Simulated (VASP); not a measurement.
# Ir (Pm-3m) in VASP: notebook, part 2 of 2

VASP 6.6.1. Earlier steps stand in the parts before.

## (5) Single point, PBE (volume scaled by 0.8)

INCAR

```
SYSTEM = Ir
PREC = Accurate
ENCUT = 520
EDIFF = 1E-6
ISMEAR = -1
SIGMA = 0.08
LREAL = .FALSE.
LASPH = .TRUE.
NELM = 100
ALGO = Normal
ISIF = 2
LWAVE = .FALSE.
LCHARG = .FALSE.
GGA = PE
NBANDS = 10
```

KPOINTS

```
regular mesh
0
G
  17 17 17
  0 0 0
```

POSCAR

```
Ir
1.0
    2.3866217750      0.0000000000      0.0000000000
    0.0000000000      2.3866217750      0.0000000000
    0.0000000000      0.0000000000      2.3866217750
Ir
1
Direct
    0.0000000000      0.0000000000      0.0000000000
```

Potentials or basis: VASP PAW PBE potentials, release 64 (Ir).

Command:

```
> cat potpaw_PBE.64/Ir/POTCAR > POTCAR
> mpirun -np 1 vasp_std > vasp.out
```

OUTCAR:

```text
SYSTEM = Ir
   PREC = Accurate
   ENCUT = 520
   EDIFF = 1E-6
   ISMEAR = -1
   LREAL = .FALSE.
   LASPH = .TRUE.
   NELM = 100
   ISIF = 2
   GGA = PE

 ion  position               nearest neighbor table
   1  0.000  0.000  0.000-

  LATTYP: Found a simple cubic cell.
 ALAT       =     2.3866217750

  Lattice vectors:

 A1 = (   2.3866217750,   0.0000000000,   0.0000000000)
 A2 = (   0.0000000000,   2.3866217750,   0.0000000000)
 A3 = (   0.0000000000,   0.0000000000,   2.3866217750)

Analysis of symmetry for initial positions (statically):
=====================================================================
 Subroutine PRICEL returns:
 Original cell was already a primitive cell.

 Routine SETGRP: Setting up the symmetry group for a
 simple cubic supercell.

 Subroutine GETGRP returns: Found 48 space group operations
 (whereof 48 operations were pure point group operations)
 out of a pool of 48 trial point group operations.

The static configuration has the point symmetry O_h .

Analysis of symmetry for dynamics (positions and initial velocities):
=====================================================================
 Subroutine PRICEL returns:
 Original cell was already a primitive cell.

 Routine SETGRP: Setting up the symmetry group for a
 simple cubic supercell.

 Subroutine GETGRP returns: Found 48 space group operations
 (whereof 48 operations were pure point group operations)
 out of a pool of 48 trial point group operations.

The dynamic configuration has the point symmetry O_h .

 Subroutine INISYM returns: Found 48 space group operations
 (whereof 48 operations are pure point group operations),
 and found     1 'primitive' translations

----------------------------------------------------------------------------------------

                                     Primitive cell

  volume of cell :      13.5941
[... 109 lines left out ...]
  Fermi-wavevector in a.u.,A,eV,Ry     =   1.426829  2.696317 27.699316  2.035842
  Thomas-Fermi vector in A             =   2.547064
   LORBIT       =      0    0 simple, 1 ext, 2 COOP (PROOUT), +10 PAW based schemes
   GGA     = PE    functional components
   LHFCALC =     F    Hartree Fock is set to
   AEXX    =    0.0000 exact exchange contribution
   IVDW    =     0    specifies the selected vdW correction
   LEPSILON=     F    determine dielectric tensor
   LRPA    =     F    only Hartree local field effects (RPA)
 non-spin polarized calculation
  energy-cutoff  :      520.00
  volume of cell :       13.59
 maximum number of plane-waves:       380
 NGX is ok and might be reduce to    18
   NGX =  9   NGY =  9   NGZ =  9

 number of electron       9.0000003 magnetization

 Free energy of the ion-electron system (eV)
  ---------------------------------------------------
  ext. energy  EPLUGINS =         0.00000000
  ---------------------------------------------------
  free energy    TOTEN  =        -7.06380940 eV

  energy without entropy =       -7.04416700  energy(sigma->0) =       -7.05398820

 E-fermi :  10.9832     XC(G=0): -14.0458

 val. band max:       10.9810904978   @ k =   0.2941   0.2941   0.1176
 cond. band min:      10.9969619618   @ k =   0.3529   0.2353   0.0588
 fundamental gap:      0.0158714641
 Fermi energy:        10.9831800245

 k-point     1 :       0.0000    0.0000    0.0000
  band No.  band energies     occupation
      1      -0.2239      2.00000
      2       2.9107      2.00000
      3       2.9107      2.00000
      4      12.9031      0.00000
      5      12.9031      0.00000
      6      12.9031      0.00000
      7      28.0910      0.00000
      8      28.0910      0.00000
      9      28.0910      0.00000
     10      35.2473      0.00000
[... 287 lines left out ...]
 k-point    24 :       0.4706    0.1176    0.0000
  band No.  band energies     occupation
      1       3.6085      2.00000
      2       4.5963      2.00000
      3       6.6303      2.00000
      4       9.0256      2.00000
      5      11.3750      0.01482
      6      12.7259      0.00000
      7      19.0521      0.00000
      8      28.1393      0.00000
      9      32.2503      0.00000
     10      33.5354      0.00000

 [... further k-points ...]

------------------------ aborting loop because EDIFF is reached ----------------------------------------

  FORCE on cell =-STRESS in cart. coord.  units (eV):
  Direction    XX          YY          ZZ          XY          YZ          ZX
  --------------------------------------------------------------------------------------
  -------------------------------------------------------------------------------------
  Total        8.0760464      8.0760464      8.0760464      0.0000000      0.0000000     -0.0000000
  in kB      951.8282556    951.8282556    951.8282556      0.0000000      0.0000000     -0.0000000
  external PRESSURE =     951.8282556 kB  Pullay stress =       0.0000000 kB

 VOLUME and BASIS-vectors are now :
 -----------------------------------------------------------------------------
  energy-cutoff  :      520.00
  volume of cell :       13.59
      direct lattice vectors                 reciprocal lattice vectors
     2.386621775  0.000000000  0.000000000     0.419002295  0.000000000  0.000000000
     0.000000000  2.386621775  0.000000000     0.000000000  0.419002295  0.000000000
     0.000000000  0.000000000  2.386621775     0.000000000  0.000000000  0.419002295

 POSITION                                       TOTAL-FORCE (eV/Angst)
 -----------------------------------------------------------------------------------
      0.00000      0.00000      0.00000         0.000000      0.000000      0.000000
 -----------------------------------------------------------------------------------
    total drift:                               -0.000000      0.000000      0.000000

  FREE ENERGIE OF THE ION-ELECTRON SYSTEM (eV)
  ---------------------------------------------------
  free  energy   TOTEN  =        -7.0638093981 eV

  energy  without entropy=       -7.0441670033  energy(sigma->0) =       -7.05398820
```

OSZICAR:

```text
N       E                     dE             d eps       ncg     rms          rms(c)
DAV:   1     0.509680512787E+02    0.50968E+02   -0.43896E+03  3324   0.819E+02
DAV:   2    -0.649380371069E+01   -0.57462E+02   -0.55203E+02  3394   0.203E+02
DAV:   3    -0.737466139672E+01   -0.88086E+00   -0.87715E+00  3926   0.301E+01
DAV:   4    -0.738297644291E+01   -0.83150E-02   -0.83135E-02  3888   0.268E+00
DAV:   5    -0.738314092425E+01   -0.16448E-03   -0.16448E-03  3914   0.357E-01    0.201E+01
DAV:   6    -0.714043555181E+01    0.24271E+00   -0.30534E-01  3850   0.651E+00    0.102E+01
DAV:   7    -0.706837602518E+01    0.72060E-01   -0.14740E-01  4092   0.406E+00    0.151E+00
DAV:   8    -0.706423234580E+01    0.41437E-02   -0.95367E-03  3686   0.144E+00    0.522E-01
DAV:   9    -0.706381263070E+01    0.41972E-03   -0.21583E-04  3762   0.221E-01    0.448E-02
DAV:  10    -0.706380973042E+01    0.29003E-05   -0.62757E-06  4120   0.325E-02    0.260E-03
DAV:  11    -0.706380939813E+01    0.33230E-06   -0.50102E-08  2098   0.194E-03
   1 F= -.70638094E+01 E0= -.70539882E+01  d E =-.196424E-01
```

stdout:

```text
POSCAR found type information on POSCAR Ir
 POSCAR found :  1 types and       1 ions
 scaLAPACK will be used
 LDA part: xc-table for (Slater+PW92), standard interpolation
 POSCAR, INCAR and KPOINTS ok, starting setup
 FFT: planning ... GRIDC
 FFT: planning ... GRID_SOFT
 FFT: planning ... GRID
 WAVECAR not read
 entering main loop
```

Run time: 11 s. Hardware: 1 thread of Intel Xeon Platinum 8259CL at 2.50GHz (Skylake/Cascade Lake), shared host; peak memory 0.14 GiB.

What came out:

```
Free energy : -7.0638 eV
Pressure    : 95.2 GPa
```

Levels at points of the mesh, in eV from the Fermi level:
| k point | band 1 | band 2 | band 3 | band 4 | band 5 | band 6 | band 7 | band 8 | band 9 | band 10 |
| --- | --- | --- | --- | --- | --- | --- | --- | --- | --- | --- |
| (0.00, 0.00, 0.00) | -11.21 | -8.07 | -8.07 | 1.92 | 1.92 | 1.92 | 17.11 | 17.11 | 17.11 | 24.26 |

Caveat: spin-orbit coupling is left out, which moves the levels of the heavy elements.

## (6) Overview

| cell | gap on the mesh (eV) | pressure (GPa) |
| --- | --- | --- |
| a = 2.168 Å, 1 atom | none | 418.8 |
| a = 2.283 Å, 1 atom | none | 207.6 |
| a = 2.387 Å, 1 atom | none | 95.2 |

Alike in all rows: task single point; level PBE; potentials or basis VASP PAW PBE potentials, release 64 (Ir); no spin polarisation; k mesh 17 × 17 × 17; cutoff (eV) 520; smearing fermi-dirac 0.08 eV.

Caveats: spin-orbit coupling is left out, which moves the levels of the heavy elements.

Total energies depend on the potentials used, so only differences within one code and one set of settings carry meaning.
